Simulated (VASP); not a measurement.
# Sb (R-3m) in VASP: a series of runs, part 2 of 2

VASP 6.6.1. Earlier steps stand in the parts before.

**4. Single point, LDA**

Contents of INCAR:

```
ALGO = Normal
EDIFF = 1E-6
ENCUT = 500
GGA_COMPAT = False
ISIF = 2
ISMEAR = 0
LASPH = True
LCHARG = False
LREAL = False
LWAVE = False
NBANDS = 22
NELM = 120
PREC = Accurate
SIGMA = 0.1
```

Contents of KPOINTS:

```
k-points
0
Gamma
  6 6 6
```

Contents of POSCAR:

```
Sb
1.0
    2.1506000000      1.2416494900      3.7440000000
   -2.1506000000      1.2416494900      3.7440000000
    0.0000000000     -2.4832989800      3.7440000000
Sb
2
Direct
    0.2336400000      0.2336400000      0.2336400000
    0.7663600000      0.7663600000      0.7663600000
```

Potentials or basis: VASP PAW LDA potentials, release 64 (Sb_d_GW).

Command:

```bash
> cat potpaw_LDA.64/Sb_d_GW/POTCAR > POTCAR
> mpirun -np 1 vasp_std > vasp.out
```

OUTCAR:

```text
EDIFF = 1E-6
   ENCUT = 500
   ISIF = 2
   ISMEAR = 0
   LASPH = True
   LREAL = False
   NELM = 120
   PREC = Accurate

 ion  position               nearest neighbor table
   1  0.234  0.234  0.234-   2 2.90   2 2.90   2 2.90   2 3.34   2 3.34   2 3.34
   2  0.766  0.766  0.766-   1 2.90   1 2.90   1 2.90   1 3.34   1 3.34   1 3.34

  LATTYP: Found a trigonal (rhomboedric) cell.
 ALAT       =     4.4926951617
 COS(alpha) =     0.5417152821

  Lattice vectors:

 A1 = (   2.1506000000,   1.2416494900,   3.7440000000)
 A2 = (  -2.1506000000,   1.2416494900,   3.7440000000)
 A3 = (   0.0000000000,  -2.4832989800,   3.7440000000)

Analysis of symmetry for initial positions (statically):
=====================================================================
 Subroutine PRICEL returns:
 Original cell was already a primitive cell.

 Routine SETGRP: Setting up the symmetry group for a
 trigonal (rhombohedral) supercell.

 Subroutine GETGRP returns: Found 12 space group operations
 (whereof 12 operations were pure point group operations)
 out of a pool of 12 trial point group operations.

[... 154 lines left out ...]

 Free energy of the ion-electron system (eV)
  ---------------------------------------------------
  ext. energy  EPLUGINS =         0.00000000
  ---------------------------------------------------
  free energy    TOTEN  =        -9.65580487 eV

  energy without entropy =       -9.65384999  energy(sigma->0) =       -9.65482743

 E-fermi :   5.2483     XC(G=0): -10.1855

 val. band max:        4.9940275871   @ k =   0.5000  -0.0000   0.0000
 cond. band min:       5.2585138606   @ k =   0.3333   0.1667   0.1667
 fundamental gap:      0.2644862735
 Fermi energy:         5.2483391113

 k-point     1 :       0.0000    0.0000    0.0000
  band No.  band energies     occupation
      1     -24.1382      2.00000
      2     -24.1382      2.00000
      3     -24.0448      2.00000
      4     -24.0448      2.00000
      5     -24.0197      2.00000
      6     -23.9276      2.00000
[... 589 lines left out ...]
     21      15.4609      0.00000
     22      16.0918      0.00000

 [... further k-points ...]
[... 5 lines left out ...]
  --------------------------------------------------------------------------------------
  -------------------------------------------------------------------------------------
  Total       -0.2802365     -0.2802365     -0.3643957     -0.0000000     -0.0000000     -0.0000000
  in kB       -7.4849619     -7.4849619     -9.7328052     -0.0000000     -0.0000000     -0.0000000
  external PRESSURE =      -8.2342430 kB  Pullay stress =       0.0000000 kB

 VOLUME and BASIS-vectors are now :
 -----------------------------------------------------------------------------
  energy-cutoff  :      500.00
  volume of cell :       59.99
      direct lattice vectors                 reciprocal lattice vectors
     2.150600000  1.241649490  3.744000000     0.232493258  0.134230045  0.089031339
    -2.150600000  1.241649490  3.744000000    -0.232493258  0.134230045  0.089031339
     0.000000000 -2.483298980  3.744000000     0.000000000 -0.268460090  0.089031339

 POSITION                                       TOTAL-FORCE (eV/Angst)
 -----------------------------------------------------------------------------------
      0.00000      0.00000      2.62424         0.000000     -0.000000     -0.050603
      0.00000      0.00000      8.60776         0.000000      0.000000      0.050603
 -----------------------------------------------------------------------------------
    total drift:                               -0.000000      0.000000      0.000000

  FREE ENERGIE OF THE ION-ELECTRON SYSTEM (eV)
  ---------------------------------------------------
  free  energy   TOTEN  =        -9.6558048721 eV

  energy  without entropy=       -9.6538499861  energy(sigma->0) =       -9.65482743
```

OSZICAR:

```text
N       E                     dE             d eps       ncg     rms          rms(c)
DAV:   1     0.229044153340E+03    0.22904E+03   -0.93393E+03  2000   0.135E+04
DAV:   2     0.231727582651E+02   -0.20587E+03   -0.19826E+03  2712   0.157E+03
DAV:   3    -0.810722730758E+01   -0.31280E+02   -0.31098E+02  2774   0.247E+02
DAV:   4    -0.963319653865E+01   -0.15260E+01   -0.15252E+01  2446   0.379E+01
DAV:   5    -0.967836353357E+01   -0.45167E-01   -0.45159E-01  2144   0.694E+00    0.391E+00
DAV:   6    -0.966491675819E+01    0.13447E-01   -0.52115E-02  2768   0.619E+00    0.243E+00
DAV:   7    -0.965581755230E+01    0.90992E-02   -0.11148E-02  2608   0.502E+00    0.945E-02
DAV:   8    -0.965579496768E+01    0.22585E-04   -0.10294E-03  2564   0.144E+00    0.570E-02
DAV:   9    -0.965580449445E+01   -0.95268E-05   -0.41049E-05  2428   0.385E-01    0.131E-02
DAV:  10    -0.965580487213E+01   -0.37769E-06   -0.21869E-06  1166   0.133E-01
   1 F= -.96558049E+01 E0= -.96548274E+01  d E =-.195489E-02
```

Run time: 53 s. Hardware: 1 thread of Intel Xeon Platinum 8375C at 2.90GHz (Ice Lake), shared host; peak memory 0.2 GiB.

Results:

| Property | Result |
| --- | --- |
| Free energy | -9.6558 eV |
| Pressure | -0.8 GPa |
| Largest force | 0.051 eV/Å |
| Band gap on the k mesh | zero (band 15 reaches 5.26 eV, above the bottom of band 16 at 4.99 eV) |

Forces in eV/Å, atoms in the order of the input:
```
Sb   0.000  0.000 -0.051
Sb   0.000  0.000  0.051
```

Levels at points of the mesh, in eV from the Fermi level:
```tsv
k point	band 11	band 12	band 13	band 14	band 15	band 16	band 17	band 18	band 19	band 20
(0.00, 0.00, 0.00)	-12.82	-4.91	-2.09	-1.83	-1.83	2.08	2.67	2.67	5.15	5.15
(0.50, 0.00, 0.00)	-10.44	-9.73	-1.94	-1.84	-0.33	-0.25	0.14	0.44	7.58	8.43
(0.50, 0.50, 0.00)	-10.43	-8.07	-5.51	-3.80	-3.70	1.52	4.89	5.46	6.87	9.22
(0.50, 0.50, 0.50)	-11.25	-9.10	-1.33	-1.33	-0.53	0.08	0.08	1.04	7.00	9.00
```

Caveat: spin-orbit coupling is left out, which moves the levels of the heavy elements.

**5. Single point, LDA**

This run uses another cell than the first one, of 29.19 Å³/atom, 0.973 times its volume.

Changes to INCAR since step 4:

```diff
@@ -3,2 +3,3 @@
 ENCUT = 500
+GGA = CA
 GGA_COMPAT = False
```

Contents of KPOINTS:

```
k-points
0
Gamma
  12 12 12
```

Contents of POSCAR:

```
Sb
1.0
    2.1472485746      1.2397145425      3.6547578881
   -2.1472485746      1.2397145425      3.6547578881
    0.0000000000     -2.4794290851      3.6547578881
Sb
2
Direct
    0.2358758869      0.2358758869      0.2358758869
    0.7641241131      0.7641241131      0.7641241131
```

Command:

```bash
> cat potpaw_LDA.64/Sb_d_GW/POTCAR > POTCAR
> mpirun -np 1 vasp_std > vasp.out
```

It took 3.1 min on 1 thread of AMD EPYC 7R43 (Zen 3), shared host; peak memory 0.29 GiB.

The run converged. Its results:

```yaml
Free_energy: -9.6452 eV
Pressure: 0.0 GPa
Largest_force: 0.014 eV/Å
Band_gap_on_the_k_mesh: zero (band 15 reaches 5.56 eV, above the bottom of band 16 at 5.30 eV)
```

Forces on the atoms (eV/Å):
```
Sb   0.000  0.000  0.014
Sb   0.000  0.000 -0.014
```

Levels at points of the mesh, in eV from the Fermi level:
| k point | band 13 | band 14 | band 15 | band 16 | band 17 | band 18 |
| --- | --- | --- | --- | --- | --- | --- |
| (0.00, 0.00, 0.00) | -1.95 | -1.81 | -1.81 | 2.40 | 2.89 | 2.89 |
| (0.50, 0.00, 0.00) | -1.74 | -1.56 | -0.27 | -0.12 | 0.27 | 0.33 |
| (0.50, 0.50, 0.00) | -5.63 | -3.79 | -3.75 | 1.64 | 5.17 | 5.58 |
| (0.50, 0.50, 0.50) | -1.23 | -1.23 | -0.42 | -0.02 | -0.02 | 1.00 |

Caveat: spin-orbit coupling is left out, which moves the levels of the heavy elements.

**6. Overview**

| potentials or basis | cell | k mesh | cutoff (eV) | second run | gap on the mesh (eV) | pressure (GPa) | largest force (eV/Å) |
| --- | --- | --- | --- | --- | --- | --- | --- |
| VASP PAW LDA potentials, release 64 (Sb) | a = 4.493 Å, angles 57.2°, 2 atoms | 6 × 6 × 6 | 520 | - | none | -0.5 | 0.01 |
| VASP PAW LDA potentials, release 64 (Sb) | a = 4.416 Å, angles 58.2°, 2 atoms | 12 × 12 × 12 | 520 | - | none | 0.3 | 0.06 |
| VASP PAW LDA potentials, release 64 (Sb_d_GW) | a = 4.493 Å, angles 57.2°, 2 atoms | 6 × 6 × 6 | 500 | valence_matched | none | -0.8 | 0.05 |
| VASP PAW LDA potentials, release 64 (Sb_d_GW) | a = 4.416 Å, angles 58.2°, 2 atoms | 12 × 12 × 12 | 500 | valence_matched | none | 0.0 | 0.01 |

Alike in all rows: task single point; level LDA; no spin polarisation; smearing gaussian 0.1 eV.

Caveats: spin-orbit coupling is left out, which moves the levels of the heavy elements.

Absolute energies hang on the potentials; compare differences alone.
